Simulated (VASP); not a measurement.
# MgCd3Te4 (P3m1) in VASP: settings compared, part 2 of 2

VASP 6.6.1. Earlier steps stand in the parts before.

## 3. Single point, PBE

Contents of INCAR:

```
PREC     = Accurate       # precision mode
ENCUT    = 520            # plane-wave cutoff, eV
EDIFF    = 1E-7           # SCF threshold, eV
ISMEAR   = 0              # smearing method
SIGMA    = 0.02           # smearing width, eV
LREAL    = F              # projectors in reciprocal space
LASPH    = T              # aspherical terms in the spheres
NELM     = 60             # most SCF steps
ALGO     = Normal         # electronic algorithm
ISIF     = 2              # what is computed and relaxed
LWAVE    = F              # write WAVECAR
LCHARG   = F              # write CHGCAR
GGA      = PE             # functional
NBANDS   = 41             # bands
```

Contents of KPOINTS:

```
regular mesh
0
Gamma
  6 6 2
```

Contents of POSCAR:

```
MgCd3Te4
1.0
    4.6605771203      0.0000000289      0.0000000000
   -2.3302885851      4.0361781680      0.0000000000
    0.0000000000      0.0000000000     15.2376581000
Mg Cd Te
1 3 4
Direct
    0.3333333333      0.6666666667      0.4972790000
    0.3333333333      0.6666666667      0.9989420000
    0.6666666667      0.3333333333      0.2513670000
    0.6666666667      0.3333333333      0.7471570000
    0.3333333333      0.6666666667      0.1873180000
    0.3333333333      0.6666666667      0.6829070000
    0.6666666667      0.3333333333      0.4396660000
    0.6666666667      0.3333333333      0.9353650000
```

Potentials or basis: VASP PAW PBE potentials, release 64 (Mg, Cd, Te).

Run with:

```console
cat potpaw_PBE.64/Mg/POTCAR potpaw_PBE.64/Cd/POTCAR potpaw_PBE.64/Te/POTCAR > POTCAR
mpirun -np 1 vasp_std > vasp.out
```

OUTCAR:

```text
PREC = Accurate
   ENCUT = 520
   EDIFF = 1E-7
   ISMEAR = 0
   LREAL = F
   LASPH = T
   NELM = 60
   ISIF = 2
   GGA = PE

 ion  position               nearest neighbor table
   1  0.333  0.667  0.497-   6 2.83   7 2.83   7 2.83   7 2.83
   2  0.333  0.667  0.999-   8 2.86   8 2.86   8 2.86   5 2.87
   3  0.667  0.333  0.251-   5 2.86   5 2.86   5 2.86   7 2.87
   4  0.667  0.333  0.747-   6 2.86   6 2.86   6 2.86   8 2.87
   5  0.333  0.667  0.187-   3 2.86   3 2.86   3 2.86   2 2.87
   6  0.333  0.667  0.683-   1 2.83   4 2.86   4 2.86   4 2.86
   7  0.667  0.333  0.440-   1 2.83   1 2.83   1 2.83   3 2.87
[... 817 lines left out ...]
  Total        0.1286592      0.1286592      0.1360400      0.0000000     -0.0000000      0.0000000
  in kB        0.7191562      0.7191562      0.7604121      0.0000000     -0.0000000      0.0000000
  external PRESSURE =       0.7329082 kB  Pullay stress =       0.0000000 kB

 VOLUME and BASIS-vectors are now :
 -----------------------------------------------------------------------------
  energy-cutoff  :      520.00
  volume of cell :      286.63
      direct lattice vectors                 reciprocal lattice vectors
     4.660577120  0.000000029  0.000000000     0.214565701  0.123879567  0.000000000
    -2.330288585  4.036178168  0.000000000    -0.000000002  0.247759131  0.000000000
     0.000000000  0.000000000 15.237658100     0.000000000  0.000000000  0.065626883

 POSITION                                       TOTAL-FORCE (eV/Angst)
 -----------------------------------------------------------------------------------
     -0.00000      2.69079      7.57737         0.000000     -0.000000      0.002824
     -0.00000      2.69079     15.22154         0.000000     -0.000000      0.000390
      2.33029      1.34539      3.83024         0.000000      0.000000     -0.000345
      2.33029      1.34539     11.38492        -0.000000      0.000000      0.000053
     -0.00000      2.69079      2.85429        -0.000000      0.000000      0.000143
     -0.00000      2.69079     10.40590        -0.000000      0.000000     -0.016009
      2.33029      1.34539      6.69948         0.000000     -0.000000      0.012928
      2.33029      1.34539     14.25277        -0.000000     -0.000000      0.000016
 -----------------------------------------------------------------------------------
    total drift:                                0.000000     -0.000000     -0.000495

  FREE ENERGIE OF THE ION-ELECTRON SYSTEM (eV)
  ---------------------------------------------------
  free  energy   TOTEN  =       -20.8002021540 eV

  energy  without entropy=      -20.8002021540  energy(sigma->0) =      -20.80020215
```

OSZICAR:

```text
N       E                     dE             d eps       ncg     rms          rms(c)
DAV:   1     0.370849731138E+03    0.37085E+03   -0.26157E+04  1148   0.128E+03
DAV:   2     0.180466417177E+01   -0.36905E+03   -0.35447E+03  1314   0.288E+02
DAV:   3    -0.213245250551E+02   -0.23129E+02   -0.22974E+02  1369   0.707E+01
DAV:   4    -0.217292326467E+02   -0.40471E+00   -0.40443E+00  1424   0.849E+00
DAV:   5    -0.217344465035E+02   -0.52139E-02   -0.52135E-02  1376   0.108E+00    0.889E+00
DAV:   6    -0.208550685923E+02    0.87938E+00   -0.18074E+00  1315   0.927E+00    0.729E+00
DAV:   7    -0.207946529960E+02    0.60416E-01   -0.80613E-01  1359   0.336E+00    0.269E+00
DAV:   8    -0.207993372139E+02   -0.46842E-02   -0.59234E-02  1245   0.182E+00    0.111E+00
DAV:   9    -0.208002612272E+02   -0.92401E-03   -0.80209E-03  1277   0.563E-01    0.310E-01
DAV:  10    -0.207999698167E+02    0.29141E-03   -0.20640E-03  1324   0.288E-01    0.125E-01
DAV:  11    -0.208000950890E+02   -0.12527E-03   -0.40444E-04  1264   0.100E-01    0.442E-02
DAV:  12    -0.208001630752E+02   -0.67986E-04   -0.44597E-05  1275   0.267E-02    0.220E-02
DAV:  13    -0.208001934194E+02   -0.30344E-04   -0.29455E-05  1245   0.304E-02    0.842E-03
DAV:  14    -0.208002019153E+02   -0.84959E-05   -0.11925E-05  1276   0.146E-02    0.882E-03
DAV:  15    -0.208002021995E+02   -0.28420E-06   -0.17949E-06  1254   0.544E-03    0.271E-03
DAV:  16    -0.208002021540E+02    0.45529E-07   -0.27035E-07  1062   0.281E-03
   1 F= -.20800202E+02 E0= -.20800202E+02  d E =-.940679E-19
```

Run time: 2.5 min. Hardware: 1 thread of Intel Xeon Platinum 8488C (Sapphire Rapids), shared host; peak memory 0.47 GiB.

Results:

```yaml
Free_energy: -20.8002 eV
Pressure: 0.1 GPa
Largest_force: 0.016 eV/Å
Band_gap_on_the_k_mesh: 0.90 eV
```

Forces on the atoms (eV/Å):
```
Mg   0.000  0.000  0.003
Cd   0.000  0.000  0.000
Cd   0.000  0.000  0.000
Cd   0.000  0.000  0.000
Te   0.000  0.000  0.000
Te   0.000  0.000 -0.016
Te   0.000  0.000  0.013
Te   0.000  0.000  0.000
```

Levels at points of the mesh, in eV from the valence-band top:
```
           k point  band 27  band 28  band 29  band 30  band 31  band 32  band 33  band 34  band 35  band 36
(0.00, 0.00, 0.00)    -0.30    -0.30    -0.11     0.00     0.00     0.90     1.77     2.04     2.57     4.66
(0.50, 0.00, 0.00)    -1.26    -1.23    -1.18    -1.16    -0.68     2.26     2.42     2.56     3.00     3.75
(0.00, 0.00, 0.50)    -0.53    -0.21    -0.21    -0.04    -0.04     1.62     1.74     1.83     2.50     4.59
(0.50, 0.00, 0.50)    -1.47    -1.12    -1.01    -0.91    -0.80     2.16     2.38     2.60     2.87     4.13
```

Caveat: spin-orbit coupling is left out, which moves the levels of the heavy elements.

## 4. Single point, PBE

Contents of INCAR:

```
SYSTEM = MgCd3Te4
ALGO     = Normal         ! electronic algorithm
EDIFF    = 1E-7           ! SCF threshold, eV
ENCUT    = 520            ! plane-wave cutoff, eV
GGA      = PE             ! functional
ISIF     = 2              ! what is computed and relaxed
ISMEAR   = 0              ! smearing method
LASPH    = .True.         ! aspherical terms in the spheres
LCHARG   = .False.        ! write CHGCAR
LREAL    = .False.        ! projectors in reciprocal space
LWAVE    = .False.        ! write WAVECAR
NBANDS   = 41             ! bands
NELM     = 100            ! most SCF steps
PREC     = Accurate       ! precision mode
SIGMA    = 0.02           ! smearing width, eV
```

Contents of KPOINTS:

```
k-points
0
Gamma
  6 6 2
  0 0 0
```

POSCAR is that of step 3.

Run with:

```console
cat potpaw_PBE.64/Mg/POTCAR potpaw_PBE.64/Cd/POTCAR potpaw_PBE.64/Te/POTCAR > POTCAR
mpirun -np 1 vasp_std > vasp.out
```

It took 2.7 min on 1 thread of Intel Xeon Platinum 8488C (Sapphire Rapids), shared host; peak memory 0.47 GiB.

Results (log left out):

```
Free energy            : -20.8002 eV
Pressure               : 0.1 GPa
Largest force          : 0.016 eV/Å
Band gap on the k mesh : 0.90 eV
```

Forces on the atoms (eV/Å):
```
Mg   0.000  0.000  0.003
Cd   0.000  0.000  0.000
Cd   0.000  0.000  0.000
Cd   0.000  0.000  0.000
Te   0.000  0.000  0.000
Te   0.000  0.000 -0.016
Te   0.000  0.000  0.013
Te   0.000  0.000  0.000
```

Levels at points of the mesh, in eV from the valence-band top:
| k point | band 29 | band 30 | band 31 | band 32 | band 33 | band 34 |
| --- | --- | --- | --- | --- | --- | --- |
| (0.00, 0.00, 0.00) | -0.11 | 0.00 | 0.00 | 0.90 | 1.77 | 2.04 |
| (0.50, 0.00, 0.00) | -1.18 | -1.16 | -0.68 | 2.26 | 2.42 | 2.56 |
| (0.00, 0.00, 0.50) | -0.21 | -0.04 | -0.04 | 1.62 | 1.74 | 1.83 |
| (0.50, 0.00, 0.50) | -1.01 | -0.91 | -0.80 | 2.16 | 2.38 | 2.60 |

Caveat: spin-orbit coupling is left out, which moves the levels of the heavy elements.

## 5. Single point, r2SCAN

POSCAR is that of step 4.

Contents of INCAR.step1:

```
PREC = Accurate
ENCUT = 520
ISMEAR = 0
SIGMA = 0.02
LREAL = F
LASPH = T
NELM = 60
NBANDS = 41
GGA = PE
ALGO = Normal
EDIFF = 1E-4
LWAVE = T
LCHARG = F
```

Contents of INCAR.step2:

```
PREC = Accurate
ENCUT = 520
EDIFF = 1E-7
ISMEAR = 0
SIGMA = 0.02
LREAL = F
LASPH = T
NELM = 60
ALGO = Normal
ISIF = 2
LWAVE = F
LCHARG = T
METAGGA = R2SCAN
LMIXTAU = T
LELF = T
LVHAR = T
NBANDS = 41
ISTART = 1
```

Contents of KPOINTS:

```
regular mesh
0
Gamma
  6 6 2
```

Run with:

```console
cat potpaw_PBE.64/Mg/POTCAR potpaw_PBE.64/Cd/POTCAR potpaw_PBE.64/Te/POTCAR > POTCAR
cp INCAR.step1 INCAR
mpirun -np 1 vasp_std > vasp.out
cp INCAR.step2 INCAR
mpirun -np 1 vasp_std > vasp.out
```

Run time: 9.5 min. Hardware: 1 thread of Intel Xeon Platinum 8488C (Sapphire Rapids), shared host; peak memory 0.5 GiB.

Results (log left out):

* Free energy: -171.5648 eV
* Pressure: -0.9 GPa
* Largest force: 0.011 eV/Å
* Band gap on the k mesh: 1.41 eV

Forces in eV/Å, atoms in the order of the input:
```
Mg   0.000  0.000  0.008
Cd   0.000  0.000 -0.003
Cd   0.000  0.000 -0.006
Cd   0.000  0.000  0.004
Te   0.000  0.000 -0.002
Te   0.000  0.000  0.007
Te   0.000  0.000 -0.011
Te   0.000  0.000  0.003
```

Levels at points of the mesh, in eV from the valence-band top:
| k point | band 28 | band 29 | band 30 | band 31 | band 32 | band 33 | band 34 | band 35 |
| --- | --- | --- | --- | --- | --- | --- | --- | --- |
| (0.00, 0.00, 0.00) | -0.31 | -0.12 | 0.00 | 0.00 | 1.41 | 2.19 | 2.48 | 3.12 |
| (0.50, 0.00, 0.00) | -1.25 | -1.21 | -1.18 | -0.70 | 2.61 | 2.76 | 2.91 | 3.47 |
| (0.00, 0.00, 0.50) | -0.22 | -0.22 | -0.04 | -0.04 | 2.05 | 2.17 | 2.24 | 3.06 |
| (0.50, 0.00, 0.50) | -1.15 | -1.03 | -0.93 | -0.81 | 2.53 | 2.73 | 2.93 | 3.29 |

Caveat: the PAW data sets were made with another functional, which shifts forces and pressure a little; spin-orbit coupling is left out, which moves the levels of the heavy elements.

## 6. The runs side by side

```tsv
level	k mesh	smearing	gap on the mesh (eV)	pressure (GPa)	largest force (eV/Å)
PBE	6 × 6 × 1	gaussian 0.1 eV	0.90	0.1	0.02
PBE	6 × 6 × 2	gaussian 0.02 eV	0.90	0.1	0.02
r2SCAN	6 × 6 × 2	gaussian 0.02 eV	1.41	-0.9	0.01
```

Alike in all rows: task single point; potentials or basis VASP PAW PBE potentials, release 64 (Mg, Cd, Te); no spin polarisation; cell as given; cutoff (eV) 520.

On the cell as given the gap runs from 0.90 eV (PBE) to 1.41 eV (r2SCAN); the meshes differ, which moves gaps too. The pressure there spans -0.9 GPa (r2SCAN) to 0.1 GPa (PBE); a positive pressure means that this level wants a larger cell, a negative one a smaller.

Caveats: spin-orbit coupling is left out, which moves the levels of the heavy elements; the PAW data sets were made with another functional, which shifts forces and pressure a little (at least some runs).

Total energies depend on the potentials used, so only differences within one code and one set of settings carry meaning.
